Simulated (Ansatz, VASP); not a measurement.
**CdF2: VASP beside Ansatz**

Contents of INCAR:

```
SYSTEM = CdF2
PREC = Accurate ; ENCUT = 600
EDIFF = 1E-6 ; ISMEAR = 0
SIGMA = 0.01 ; LREAL = .False.
LASPH = .True. ; NELM = 120
ALGO = Normal ; ISIF = 2
LWAVE = .False. ; LCHARG = .True.
GGA = PE ; LELF = .True.
LVHAR = .True. ; NBANDS = 20
GGA_COMPAT = .False.
```

The input KPOINTS:

```
Automatic mesh
0
Gamma
  6 6 6
  0 0 0
```

File POSCAR:

```
CdF2
1.0
    0.0000000000      2.6940000000      2.6940000000
    2.6940000000      0.0000000000      2.6940000000
    2.6940000000      2.6940000000      0.0000000000
Cd F
1 2
Direct
    0.0000000000      0.0000000000      0.0000000000
    0.2500000000      0.2500000000      0.2500000000
    0.7500000000      0.7500000000      0.7500000000
```

Input for Ansatz:

```yaml
crystal:
  lattice:
    bravais: fcc
    a: 5.388
  space_group: 225
  atoms:
    - { symbol: Cd, position: [0.0, 0.0, 0.0] }
    - { symbol: F, position: [0.25, 0.75, 0.75] }
  reduce_to_primitive: true
kpoints:
  mp_grid:
    grid: [6, 6, 6]
hamiltonian:
  xc: pbe
  pseudopotentials:
    kind: all_electron
    lapw: {}
scf:
  occupations:
    method: fixed
output:
  forces: true
  stress: true
  eigenvalues: true
```

Alike in both runs: task single point; functional PBE; k mesh 6 × 6 × 6; no spin polarisation.

|  | VASP | Ansatz |
| --- | --- | --- |
| version | VASP 6.6.1 | Ansatz 0.2.0 |
| potentials or method | VASP PAW PBE potentials, release 64 (Cd, F), cutoff 600 eV | all-electron (LAPW or listed datasets) |
| occupations | gaussian, width 0.01 eV | fixed |

|  | VASP | Ansatz | Ansatz less VASP |
| --- | --- | --- | --- |
| gap on the k mesh at the Fermi level (eV) | 3.09 | 3.11 | +0.025 |
| pressure (GPa) | 6.0 | 5.4 | -0.60 |

Ansatz ran all-electron here, and VASP with PAW potentials.
